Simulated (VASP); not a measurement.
# Zr (Fd-3m) in VASP: notebook

The runs below take Zr through single point, with BLYP.

All numbers are computed with VASP 6.6.1; they aren't measurements. Logs are shortened: lines on timing, memory, paths and dates and some standing lists are left out, and cuts for length are marked.

### 1 The cell of the first run

The structure is cubic, space group Fd-3m (No. 227). Conventional cell: a = 6.548 Å, b = 6.548 Å, c = 6.548 Å, α = 90.00°, β = 90.00°, γ = 90.00°. Within 3.7 Å of Zr (site symmetry -43m) lie 4 Zr at 2.84 Å.

This isn't the form of Zr at room conditions, which is hcp.

### 2 Single point, BLYP (35.10 Å³/atom)

INCAR reads:

```
SYSTEM = Zr
  PREC = Accurate
  ENCUT = 520
  EDIFF = 1E-6
  ISMEAR = -1
  SIGMA = 0.1
  LREAL = .FALSE.
  LASPH = .TRUE.
  NELM = 100
  ALGO = Normal
  ISIF = 2
  LWAVE = .FALSE.
  LCHARG = .TRUE.
  GGA = B5
  ALDAX = 1.0
  AGGAX = 1.0
  AGGAC = 1.0
  ALDAC = 0.0
  LELF = .TRUE.
  LVHAR = .TRUE.
  NBANDS = 19
```

KPOINTS reads:

```
regular mesh
0
G
  14 14 14
  0 0 0
```

POSCAR reads:

```
Zr
1.0
    0.0000000000      3.2740428447      3.2740428447
    3.2740428447      0.0000000000      3.2740428447
    3.2740428447      3.2740428447      0.0000000000
Zr
2
Direct
    0.1250000000      0.1250000000      0.1250000000
    0.8750000000      0.8750000000      0.8750000000
```

Potentials or basis: VASP PAW PBE potentials, release 64 (Zr_sv).

Command:

```
> cat potpaw_PBE.64/Zr_sv/POTCAR > POTCAR
> mpirun -np 1 vasp_std > vasp.out
```

OUTCAR:

```text
SYSTEM = Zr
   PREC = Accurate
   ENCUT = 520
   EDIFF = 1E-6
   ISMEAR = -1
   LREAL = .FALSE.
   LASPH = .TRUE.
   NELM = 100
   ISIF = 2
   GGA = B5

 ion  position               nearest neighbor table
   1  0.125  0.125  0.125-   2 2.84   2 2.84   2 2.84   2 2.84
   2  0.875  0.875  0.875-   1 2.84   1 2.84   1 2.84   1 2.84

  LATTYP: Found a face centered cubic cell.
 ALAT       =     6.5480856894

  Lattice vectors:

 A1 = (   0.0000000000,   3.2740428447,   3.2740428447)
 A2 = (   3.2740428447,   0.0000000000,   3.2740428447)
 A3 = (   3.2740428447,   3.2740428447,   0.0000000000)

Analysis of symmetry for initial positions (statically):
=====================================================================
 Subroutine PRICEL returns:
 Original cell was already a primitive cell.

 Routine SETGRP: Setting up the symmetry group for a
 face centered cubic supercell.

 Subroutine GETGRP returns: Found 48 space group operations
 (whereof 12 operations were pure point group operations)
 out of a pool of 48 trial point group operations.

The static configuration has the point symmetry D_3d.
 The point group associated with its full space group is O_h .

Analysis of symmetry for dynamics (positions and initial velocities):
=====================================================================
 Subroutine PRICEL returns:
 Original cell was already a primitive cell.

 Routine SETGRP: Setting up the symmetry group for a
 face centered cubic supercell.

 Subroutine GETGRP returns: Found 48 space group operations
 (whereof 12 operations were pure point group operations)
 out of a pool of 48 trial point group operations.

The dynamic configuration has the point symmetry D_3d.
 The point group associated with its full space group is O_h .

 Subroutine INISYM returns: Found 48 space group operations
 (whereof 12 operations are pure point group operations),
 and found     1 'primitive' translations

----------------------------------------------------------------------------------------

                                     Primitive cell

  volume of cell :      70.1913

  direct lattice vectors                    reciprocal lattice vectors
     0.000000000  3.274042845  3.274042845    -0.152716389  0.152716389  0.152716389
     3.274042845  0.000000000  3.274042845     0.152716389 -0.152716389  0.152716389
     3.274042845  3.274042845  0.000000000     0.152716389  0.152716389 -0.152716389

  length of vectors
     4.630195795  4.630195795  4.630195795     0.264512545  0.264512545  0.264512545

  position of ions in fractional coordinates (direct lattice)
     0.125000000  0.125000000  0.125000000
     0.875000000  0.875000000  0.875000000

  ion indices of the primitive-cell ions
   primitive index   ion index
                 1           1
                 2           2

----------------------------------------------------------------------------------------

 KPOINTS: regular mesh

Automatic generation of k-mesh.
 Grid dimensions read from file:
 generate k-points for:   14   14   14

 Generating k-lattice:

  Cartesian coordinates                     Fractional coordinates (reciprocal lattice)
    -0.010908313  0.010908313  0.010908313     0.071428571  0.000000000  0.000000000
     0.010908313 -0.010908313  0.010908313     0.000000000  0.071428571  0.000000000
     0.010908313  0.010908313 -0.010908313     0.000000000  0.000000000  0.071428571

  Length of vectors
     0.018893753  0.018893753  0.018893753

  Shift w.r.t. Gamma in fractional coordinates (k-lattice)
     0.000000000  0.000000000  0.000000000

 Subroutine IBZKPT returns following result:
 ===========================================

 Found    104 irreducible k-points:

 Following reciprocal coordinates:
            Coordinates               Weight
  0.000000  0.000000  0.000000      1.000000
  0.071429  0.000000  0.000000      8.000000
  0.142857  0.000000  0.000000      8.000000
  0.214286  0.000000  0.000000      8.000000
  0.285714  0.000000  0.000000      8.000000
  0.357143  0.000000  0.000000      8.000000
[... 16 lines left out ...]
  0.214286  0.142857  0.000000     24.000000
  0.285714  0.142857  0.000000     24.000000
 [... further k-points ...]
   k-points           NKPTS =    104   k-points in BZ     NKDIM =    104   number of bands    NBANDS=     19
   number of dos      NEDOS =    301   number of ions     NIONS =      2
   total plane-waves  NPLWV =  46656
   dimension x,y,z NGX =    36 NGY =   36 NGZ =   36
   dimension x,y,z NGXF=    72 NGYF=   72 NGZF=   72
   ions per type =               2
   NGX,Y,Z   is equivalent  to a cutoff of  12.93, 12.93, 12.93 a.u.
   NGXF,Y,Z  is equivalent  to a cutoff of  25.85, 25.85, 25.85 a.u.
 SYSTEM =  Zr
   PREC   = accura    normal or accurate (medium, high low for compatibility)
   ISTART =      0    job   : 0-new  1-cont  2-samecut
   ICHARG =      2    charge: 1-file 2-atom 10-const
   ISPIN  =      1    spin polarized calculation?
   LNONCOLLINEAR =      F non collinear calculations
   LSORBIT =      F    spin-orbit coupling
   LASPH  =      T    aspherical Exc in radial PAW
   ENCUT  =  520.0 eV  38.22 Ry    6.18 a.u.   8.61  8.61  8.61*2*pi/ulx,y,z
   NELM   =    100;   NELMIN=  2; NELMDL= -5     # of ELM steps
   EDIFF  = 0.1E-05   stopping-criterion for ELM
   LREAL  =      F    real-space projection
   EDIFFG = 0.1E-04   stopping-criterion for IOM
   NSW    =      0    number of steps for IOM
   IBRION =     -1    ionic relax: 0-MD 1-quasi-New 2-CG
   NFREE  =      0    steps in history (QN), initial steepest desc. (CG)
   ISIF   =      2    stress and relaxation
   ISYM   =      2    0-nonsym 1-usesym 2-fastsym
   POTIM  = 0.5000    time-step for ionic-motion
   TEBEG  =    0.0;   TEEND  =   0.0 temperature during run
   PSTRESS=    0.0 pullay stress
   NELECT =      24.0000    total number of electrons
   NUPDOWN=      -1.0000    fix difference up-down
   EMIN   =  10.00;   EMAX   =-10.00  energy-range for DOS
   EFERMI =   0.00;   METHOD = LEGACY
   ISMEAR =    -1;   SIGMA  =   0.10  broadening in eV -4-tet -1-fermi 0-gaus
   EFERMI_NEDOS =   21; number of points for ismear=-14 and -15
   IALGO  =     38    algorithm
   IMIX   =      4    mixing-type and parameters
     AMIX     =   0.40;   BMIX     =  1.00
     AMIX_MAG =   1.60;   BMIX_MAG =  1.00
  volume/ion in A,a.u.               =      35.10       236.84
  Fermi-wavevector in a.u.,A,eV,Ry     =   1.144768  2.163298 17.830356  1.310494
  Thomas-Fermi vector in A             =   2.281459
   LORBIT       =      0    0 simple, 1 ext, 2 COOP (PROOUT), +10 PAW based schemes
   GGA     = B5    functional components
   LHFCALC =     F    Hartree Fock is set to
   AEXX    =    0.0000 exact exchange contribution
   IVDW    =     0    specifies the selected vdW correction
   LEPSILON=     F    determine dielectric tensor
   LRPA    =     F    only Hartree local field effects (RPA)
 non-spin polarized calculation
  energy-cutoff  :      520.00
  volume of cell :       70.19
 maximum number of plane-waves:      1917
   NGX = 17   NGY = 17   NGZ = 17

 number of electron      24.0000000 magnetization

 Free energy of the ion-electron system (eV)
  ---------------------------------------------------
  ext. energy  EPLUGINS =         0.00000000
  ---------------------------------------------------
  free energy    TOTEN  =       -10.68272433 eV

  energy without entropy =      -10.48830788  energy(sigma->0) =      -10.58551610

 E-fermi :   5.0588     XC(G=0):  -8.3901

 val. band max:        5.0575509799   @ k =   0.0000   0.0000   0.0000
 cond. band min:       5.0614371864   @ k =   0.4286   0.3571   0.0000
 fundamental gap:      0.0038862065
 Fermi energy:         5.0588208328

 k-point     1 :       0.0000    0.0000    0.0000
  band No.  band energies     occupation
      1     -43.7154      2.00000
      2     -43.3459      2.00000
      3     -22.0737      2.00000
      4     -22.0737      2.00000
      5     -22.0737      2.00000
      6     -21.3563      2.00000
[... 11 lines left out ...]
     18       9.7980      0.00000
     19       9.7980      0.00000

 k-point     2 :       0.0714    0.0000    0.0000
  band No.  band energies     occupation
      1     -43.7120      2.00000
      2     -43.3495      2.00000
      3     -22.0782      2.00000
      4     -22.0782      2.00000
      5     -22.0733      2.00000
      6     -21.3571      2.00000
[... 11 lines left out ...]
     18       9.7847      0.00000
     19       9.7847      0.00000

 k-point     3 :       0.1429    0.0000    0.0000
  band No.  band energies     occupation
      1     -43.7021      2.00000
      2     -43.3598      2.00000
      3     -22.0906      2.00000
      4     -22.0906      2.00000
      5     -22.0723      2.00000
      6     -21.3591      2.00000
[... 11 lines left out ...]
     18       9.7415      0.00000
     19       9.7415      0.00000

 k-point     4 :       0.2143    0.0000    0.0000
  band No.  band energies     occupation
      1     -43.6867      2.00000
      2     -43.3758      2.00000
      3     -22.1078      2.00000
      4     -22.1078      2.00000
      5     -22.0712      2.00000
      6     -21.3617      2.00000
[... 11 lines left out ...]
     18       9.6594      0.00000
     19       9.6594      0.00000

 k-point     5 :       0.2857    0.0000    0.0000
  band No.  band energies     occupation
      1     -43.6675      2.00000
      2     -43.3957      2.00000
      3     -22.1259      2.00000
      4     -22.1259      2.00000
      5     -22.0702      2.00000
      6     -21.3641      2.00000
[... 11 lines left out ...]
     18       9.5265      0.00000
     19       9.5265      0.00000

 k-point     6 :       0.3571    0.0000    0.0000
  band No.  band energies     occupation
      1     -43.6474      2.00000
      2     -43.4164      2.00000
      3     -22.1415      2.00000
      4     -22.1415      2.00000
      5     -22.0697      2.00000
      6     -21.3659      2.00000
[... 11 lines left out ...]
     18       9.3400      0.00000
     19       9.3400      0.00000

 k-point     7 :       0.4286    0.0000    0.0000
  band No.  band energies     occupation
      1     -43.6311      2.00000
      2     -43.4332      2.00000
      3     -22.1520      2.00000
      4     -22.1520      2.00000
      5     -22.0695      2.00000
      6     -21.3670      2.00000
[... 11 lines left out ...]
     18       9.1346      0.00000
     19       9.1346      0.00000

 k-point     8 :       0.5000    0.0000    0.0000
  band No.  band energies     occupation
      1     -43.6245      2.00000
      2     -43.4399      2.00000
      3     -22.1557      2.00000
      4     -22.1557      2.00000
      5     -22.0694      2.00000
      6     -21.3673      2.00000
[... 256 lines left out ...]
 k-point    20 :      -0.1429    0.0714    0.0000
  band No.  band energies     occupation
      1     -43.6946      2.00000
      2     -43.3676      2.00000
      3     -22.1140      2.00000
      4     -22.0935      2.00000
      5     -22.0615      2.00000
      6     -21.3705      2.00000
[... 11 lines left out ...]
     18       9.5339      0.00000
     19       9.8554      0.00000

 k-point    21 :      -0.0714    0.0714    0.0000
  band No.  band energies     occupation
      1     -43.7064      2.00000
      2     -43.3553      2.00000
      3     -22.0934      2.00000
      4     -22.0818      2.00000
      5     -22.0679      2.00000
      6     -21.3631      2.00000
[... 11 lines left out ...]
     18       9.6758      0.00000
     19       9.8402      0.00000

 k-point    22 :       0.1429    0.1429    0.0000
  band No.  band energies     occupation
      1     -43.6975      2.00000
      2     -43.3646      2.00000
      3     -22.1103      2.00000
      4     -22.1103      2.00000
      5     -22.0391      2.00000
      6     -21.3941      2.00000
[... 11 lines left out ...]
     18       9.4190      0.00000
     19       9.9468      0.00000

 k-point    23 :       0.2143    0.1429    0.0000
  band No.  band energies     occupation
      1     -43.6857      2.00000
      2     -43.3768      2.00000
      3     -22.1282      2.00000
      4     -22.1279      2.00000
      5     -22.0235      2.00000
      6     -21.4111      2.00000
[... 11 lines left out ...]
     18       9.2321      0.00000
     19       9.9594      0.00000

 k-point    24 :       0.2857    0.1429    0.0000
  band No.  band energies     occupation
      1     -43.6689      2.00000
      2     -43.3942      2.00000
      3     -22.1493      2.00000
      4     -22.1459      2.00000
      5     -22.0097      2.00000
      6     -21.4255      2.00000
[... 11 lines left out ...]
     18       9.0372      0.00000
     19       9.9142      0.00000

 [... further k-points ...]
[... 5 lines left out ...]
  --------------------------------------------------------------------------------------
  -------------------------------------------------------------------------------------
  Total       -0.4197926     -0.4197926     -0.4197926      0.0000000     -0.0000000      0.0000000
  in kB       -9.5821353     -9.5821353     -9.5821353      0.0000000     -0.0000000      0.0000000
  external PRESSURE =      -9.5821353 kB  Pullay stress =       0.0000000 kB

 VOLUME and BASIS-vectors are now :
 -----------------------------------------------------------------------------
  energy-cutoff  :      520.00
  volume of cell :       70.19
      direct lattice vectors                 reciprocal lattice vectors
     0.000000000  3.274042845  3.274042845    -0.152716389  0.152716389  0.152716389
     3.274042845  0.000000000  3.274042845     0.152716389 -0.152716389  0.152716389
     3.274042845  3.274042845  0.000000000     0.152716389  0.152716389 -0.152716389

 POSITION                                       TOTAL-FORCE (eV/Angst)
 -----------------------------------------------------------------------------------
      0.81851      0.81851      0.81851         0.000000      0.000000     -0.000000
      5.72957      5.72957      5.72957        -0.000000     -0.000000      0.000000
 -----------------------------------------------------------------------------------
    total drift:                               -0.000000      0.000000      0.000000

  FREE ENERGIE OF THE ION-ELECTRON SYSTEM (eV)
  ---------------------------------------------------
  free  energy   TOTEN  =       -10.6827243325 eV

  energy  without entropy=      -10.4883078763  energy(sigma->0) =      -10.58551610
```

Wall time 64 s (1 thread of Intel Xeon 6975P-C (Granite Rapids), shared host); peak memory 0.26 GiB.

Results:

```
Free energy            : -10.6827 eV
Pressure               : -1.0 GPa
Band gap on the k mesh : zero (bands 12 and 13 overlap by 0.15 eV)
```

Levels at points of the mesh, in eV from the Fermi level:
```csv
k point,band 8,band 9,band 10,band 11,band 12,band 13,band 14,band 15,band 16,band 17
"(0.00, 0.00, 0.00)",-26.42,-3.76,-0.60,-0.60,0.00,0.00,0.00,1.85,1.85,1.85
"(0.50, 0.00, 0.00)",-26.33,-1.70,-0.72,-0.49,-0.49,-0.08,-0.08,0.49,2.76,2.76
"(0.50, 0.50, 0.00)",-26.24,-1.35,-1.35,-0.01,-0.01,0.00,0.00,1.62,1.62,3.97
```

Caveat: the PAW data sets were made with another functional, which shifts forces and pressure a little.

### 3 Single point, BLYP (36.45 Å³/atom)

This run uses another cell than the first one, of 36.45 Å³/atom.

INCAR reads:

```
AGGAC = 1.0
AGGAX = 1.0
ALDAC = 0.0
ALDAX = 1.0
ALGO = Normal
EDIFF = 1E-6
ENCUT = 520
GGA = B5
ISIF = 2
ISMEAR = -1
LASPH = True
LCHARG = False
LREAL = False
LWAVE = False
NBANDS = 19
NELM = 60
PREC = Accurate
SIGMA = 0.1
```

KPOINTS reads:

```
k-points
0
Gamma
  14 14 14
```

POSCAR reads:

```
Zr
1.0
    0.0000000000      3.3154908251      3.3154908251
    3.3154908251      0.0000000000      3.3154908251
    3.3154908251      3.3154908251      0.0000000000
Zr
2
Direct
    0.1250000000      0.1250000000      0.1250000000
    0.8750000000      0.8750000000      0.8750000000
```

Potentials or basis: VASP PAW PBE potentials, release 64 (Zr_sv).

Command:

```
> cat potpaw_PBE.64/Zr_sv/POTCAR > POTCAR
> mpirun -np 1 vasp_std > vasp.out
```

Wall time 66 s (1 thread of Intel Xeon 6975P-C (Granite Rapids), shared host); peak memory 0.27 GiB.

Results (log left out):

```
Free energy            : -10.6608 eV
Pressure               : -1.7 GPa
Band gap on the k mesh : zero (bands 12 and 13 overlap by 0.13 eV)
```

Levels at points of the mesh, in eV from the Fermi level:
```
           k point  band 8  band 9  band 10  band 11  band 12  band 13  band 14  band 15  band 16  band 17
(0.00, 0.00, 0.00)  -26.48   -3.71    -0.53    -0.53     0.00     0.00     0.00     1.79     1.79     1.79
(0.50, 0.00, 0.00)  -26.40   -1.72    -0.65    -0.43    -0.43    -0.06    -0.06     0.41     2.66     2.66
(0.50, 0.50, 0.00)  -26.32   -1.26    -1.26    -0.11    -0.11     0.02     0.02     1.60     1.60     3.82
```

Caveat: the PAW data sets were made with another functional, which shifts forces and pressure a little.

(Part 1 of 2 ends here.)
